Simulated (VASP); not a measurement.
A run of VASP 6.6.1:

File INCAR:

```
PREC = Accurate ; ENCUT = 600
EDIFF = 1E-6 ; ISMEAR = 0
SIGMA = 0.01 ; LREAL = F
LASPH = T ; NELM = 120
ALGO = Normal ; ISIF = 2
LWAVE = F ; LCHARG = T
GGA = PE ; LELF = T
LVHAR = T ; NBANDS = 11
GGA_COMPAT = F
```

Contents of KPOINTS:

```
regular mesh
0
Gamma
  10 10 10
```

POSCAR

```
MgO
1.0
    0.0000000000      2.1268779578      2.1268779578
    2.1268779578      0.0000000000      2.1268779578
    2.1268779578      2.1268779578      0.0000000000
Mg O
1 1
Direct
    0.0000000000      0.0000000000      0.0000000000
    0.5000000000      0.5000000000      0.5000000000
```

Potentials or basis: VASP PAW PBE potentials, release 64 (Mg, O).

Command:

```console
$ cat potpaw_PBE.64/Mg/POTCAR potpaw_PBE.64/O/POTCAR > POTCAR
$ mpirun -np 1 vasp_std > vasp.out
```

Hardware: 1 thread of Intel Xeon 6975P-C (shared host).

Q: How long does it take, and how much memory?

A: Run time: 7.2 s on 1 thread of Intel Xeon 6975P-C, on a shared host, peak memory 0.15 GiB. Counts: scf iterations 11, k points 47.
